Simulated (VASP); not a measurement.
Wanted: the native input for a VASP 6.6.1 run.

| Quantity | Value |
| --- | --- |
| Task | single point |
| Functional | PBEsol |
| Potentials or basis | VASP PAW PBE potentials, release 64 (K_sv) |
| Cutoff | 520 eV |
| k mesh | 9 × 9 × 3 |
| Occupations | fermi-dirac, width 0.1 eV |
| Spin | no spin polarisation |
| Dipole correction | no |
| Further INCAR settings | ALGO = Normal; EDIFF = 1e-06; NBANDS = 26 |

The structure of K lies in POSCAR:

```
K
1.0
    4.6549393048      0.0000000000      0.0000000000
   -2.3274696524      4.0312956910      0.0000000000
    0.0000000000      0.0000000000     15.2030317694
K
4
Direct
    0.0000000000      0.0000000000      0.0000000000
    0.0000000000      0.0000000000      0.5000000000
    0.3333333333      0.6666666667      0.2500000000
    0.6666666667      0.3333333333      0.7500000000
```

One way to write it, as run:

INCAR

```
ALGO = Normal
EDIFF = 1E-6
ENCUT = 520
GGA = PS
ISIF = 2
ISMEAR = -1
LASPH = T
LCHARG = F
LREAL = F
LWAVE = F
NBANDS = 26
NELM = 100
PREC = Accurate
SIGMA = 0.1
```

KPOINTS

```
k-points
0
Gamma
  9 9 3
```

Potentials or basis: VASP PAW PBE potentials, release 64 (K_sv).

The run is started by

```bash
$ cat potpaw_PBE.64/K_sv/POTCAR > POTCAR
$ mpirun -np 1 vasp_std > vasp.out
```

It gave:

The pressure is 0.0 GPa. The band gap on the k mesh is zero (band 18 reaches 0.76 eV, above the bottom of band 19 at -1.57 eV).

Caveat: the PAW data sets were made with another functional, which shifts forces and pressure a little.

Run time: 74 s on 1 thread of Intel(R) Xeon(R) 6975P-C (Granite Rapids), on a shared host, peak memory 0.44 GiB.
